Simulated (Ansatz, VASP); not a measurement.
One calculation of MgO, two programs

INCAR

```
SYSTEM = MgO
PREC = Accurate
ENCUT = 520
EDIFF = 1E-6
ISMEAR = -1
SIGMA = 0.05
LREAL = .FALSE.
LASPH = .TRUE.
NELM = 60
ALGO = Normal
ISIF = 2
LWAVE = .FALSE.
LCHARG = .FALSE.
GGA = PS
NBANDS = 11
```

The input KPOINTS:

```
Automatic mesh
0
G
  16 16 16
  0 0 0
```

Contents of POSCAR:

```
MgO
1.0
    0.0000000000      1.9712032757      1.9712032757
    1.9712032757      0.0000000000      1.9712032757
    1.9712032757      1.9712032757      0.0000000000
Mg O
1 1
Direct
    0.0000000000      0.0000000000      0.0000000000
    0.2500000000      0.2500000000      0.2500000000
```

Input for Ansatz:

```yaml
crystal:
  lattice:
    - [0.0, 1.9712032757, 1.9712032757]
    - [1.9712032757, 0.0, 1.9712032757]
    - [1.9712032757, 1.9712032757, 0.0]
  atoms:
    - { symbol: Mg, position: [0.0, 0.0, 0.0] }
    - { symbol: O, position: [0.25, 0.25, 0.25] }
kpoints:
  mp_grid: { grid: [16, 16, 16] }
scf:
  occupations: { method: fermi_dirac, width: 0.05 }
hamiltonian:
  xc: pbesol
  pseudopotentials: { kind: all_electron, lapw: { basis_error: 0.001 } }
output:
  forces: true
  stress: true
  eigenvalues: true
  populations: true
```

Change from the starting cell: volume scaled by 0.64, LAPW.

Alike in both runs: task single point; functional PBEsol; k mesh 16 × 16 × 16; occupations fermi-dirac, width 0.05 eV; no spin polarisation.

```csv
,VASP,Ansatz
version,VASP 6.6.1,Ansatz 0.2.0
potentials or method,"VASP PAW PBE potentials, release 64 (Mg, O), cutoff 520 eV","all-electron LAPW, scalar-relativistic"
```

VASP gave:

```
gap on the k mesh at the Fermi level (eV) : 6.57
pressure (GPa)                            : 136.1
```

Estimate Ansatz's values.

gap on the k mesh at the Fermi level (eV): 6.56; pressure (GPa): 130.7.

VASP's potentials were made for PBE, not for PBEsol. Both programs put the cell under a high pressure, so it lies far from rest at this level. Ansatz ran all-electron here, and VASP with PAW potentials.

Noted on VASP's run: the cell as given lies far from equilibrium.
